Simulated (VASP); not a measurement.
# PbO2: relaxation of cell and atoms with LDA

PbO2:

```
Pb O
1.0
     4.99496    0.00000    0.00000
     0.00000    4.99496    0.00000
     0.00000    0.00000    3.40900
Pb O
2 4
Direct
  0.50000 0.50000 0.50000
  0.00000 0.00000 0.00000
  0.69257 0.69257 0.00000
  0.80743 0.19257 0.50000
  0.19257 0.80743 0.50000
  0.30743 0.30743 0.00000
```

* Program: VASP 6.6.1
* Task: relaxation of cell and atoms
* Functional: LDA
* Potentials or basis: VASP PAW LDA potentials, release 64 (Pb_d, O)
* Cutoff: 600 eV
* k mesh: 6 × 6 × 8
* Occupations: fermi-dirac, width 0.05 eV
* Spin: no spin polarisation
* Dipole correction: no
* Further INCAR settings: ALGO = Normal; EDIFF = 1e-06; IBRION = 2; EDIFFG = -0.01; NSW = 60; ISIF = 3

```json
{"Relaxed volume": "13.79 Å³/atom", "Relaxed cell": "a = 4.939 Å, b = 4.939 Å, c = 3.393 Å, α = 90.00°, β = 90.00°, γ = 90.00°", "Space group after relaxing (to 0.1 Å)": "P4_2/mnm (No. 136)", "Energy gained by relaxing": "4.4 meV/atom", "Ionic steps": "7", "Pressure after relaxing": "0.0 GPa", "Largest force after relaxing": "0.009 eV/Å", "Band gap on the k mesh": "0.11 eV (least direct gap 0.18 eV)"}
```

Forces on the atoms (eV/Å):
```
Pb   0.000  0.000  0.000
Pb   0.000  0.000  0.000
O   -0.006 -0.006  0.000
O    0.006 -0.006  0.000
O   -0.006  0.006  0.000
O    0.006  0.006  0.000
```

The path:
```
step  energy change (eV)  largest force (eV/Å)  pressure (GPa)  volume (Å³)
   1              0.0000                0.0400           -3.70        85.05
   2             -0.0040                0.1175            3.71        81.09
   3             -0.0253                0.0377           -0.05        82.94
   4             -0.0263                0.0066           -0.04        82.85
   5             -0.0266                0.0207           -0.01        82.77
   6             -0.0266                0.0238            0.01        82.76
   7             -0.0267                0.0089           -0.02        82.77
```

Final structure:
```
CELL_PARAMETERS angstrom
4.93894 0.00000 0.00000
0.00000 4.93894 0.00000
0.00000 0.00000 3.39310
ATOMIC_POSITIONS crystal
Pb 0.50000 0.50000 0.50000
Pb 0.00000 0.00000 0.00000
O 0.69273 0.69273 0.00000
O 0.80727 0.19273 0.50000
O 0.19273 0.80727 0.50000
O 0.30727 0.30727 0.00000
```

Levels at points of the mesh, in eV from the valence-band top:
```
           k point  band 23  band 24  band 25  band 26  band 27  band 28  band 29  band 30
(0.00, 0.00, 0.00)    -0.61    -0.61    -0.59    -0.59     0.11     4.35     5.75     5.75
(0.50, 0.00, 0.00)    -0.64    -0.64    -0.37    -0.37     2.59     2.59     6.36     6.36
(0.50, 0.50, 0.00)    -0.65    -0.65    -0.47    -0.47     2.98     2.98     6.72     6.72
(0.00, 0.00, 0.50)    -1.17    -1.17    -0.80    -0.80     3.90     3.90     8.86     8.86
(0.50, 0.00, 0.50)    -0.81    -0.81    -0.16    -0.16     4.23     4.23     7.35     7.35
(0.50, 0.50, 0.50)    -0.68    -0.68    -0.52    -0.52     2.94     2.94     8.21     8.21
```

Wall time 3.6 min on 1 thread of Intel(R) Xeon(R) 6975P-C (Granite Rapids) (shared host), peak memory 0.27 GiB.

Caveat: spin-orbit coupling is left out, which moves the levels of the heavy elements. A k mesh can miss the band edges.
